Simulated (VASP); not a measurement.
Write the native input for VASP 6.6.1 that does the following.

```yaml
Task: single point
Functional: PBEsol
Potentials_or_basis: VASP PAW PBE potentials, release 64 (Cu, O)
Cutoff: 520 eV
k_mesh: 16 × 16 × 8
Occupations: gaussian, width 0.1 eV
Spin: no spin polarisation
Dipole_correction: no
Further_INCAR_settings: ALGO = Normal; EDIFF = 1e-06; NBANDS = 25
```

The structure of CuO lies in POSCAR:

```
CuO
1.0
    2.0140605779     -2.0134731147      0.1572828109
    2.0140605779      2.0134731147      0.1572828109
   -0.3966986223      0.0000000000      5.0698659561
Cu O
2 2
Direct
    0.0000000000      0.5000000000      0.0000000000
    0.5000000000      0.0000000000      0.5000000000
    0.5000451916      0.4999548084      0.2500000000
    0.4999548084      0.5000451916      0.7500000000
```

This cell differs from its parent crystal: volume scaled by 0.97, then relaxed in part.

One way to write it, as run:

INCAR

```
ALGO = Normal
EDIFF = 1E-6
ENCUT = 520
GGA = PS
ISIF = 2
ISMEAR = 0
LASPH = T
LCHARG = T
LELF = T
LREAL = F
LVHAR = T
LWAVE = F
NBANDS = 25
NELM = 100
PREC = Accurate
SIGMA = 0.1
```

KPOINTS

```
k-points
0
Gamma
  16 16 8
```

Potentials or basis: VASP PAW PBE potentials, release 64 (Cu, O).

The run is started by

```sh
$ cat potpaw_PBE.64/Cu/POTCAR potpaw_PBE.64/O/POTCAR > POTCAR
$ mpirun -np 1 vasp_std > vasp.out
```

Results of the run:

```json
{
  "Pressure": "5.9 GPa",
  "Band gap on the k mesh": "zero (band 17 reaches 6.32 eV, above the bottom of band 18 at 5.12 eV)"
}
```

Caveat: the PAW data sets were made with another functional, which shifts forces and pressure a little; semilocal functionals often make such compounds metallic where correlation or magnetic order opens a gap, which also shifts bond lengths.

Run time: 3.4 min on 1 thread of Intel(R) Xeon(R) 6975P-C (Granite Rapids), with other jobs on the host, peak memory 0.54 GiB.
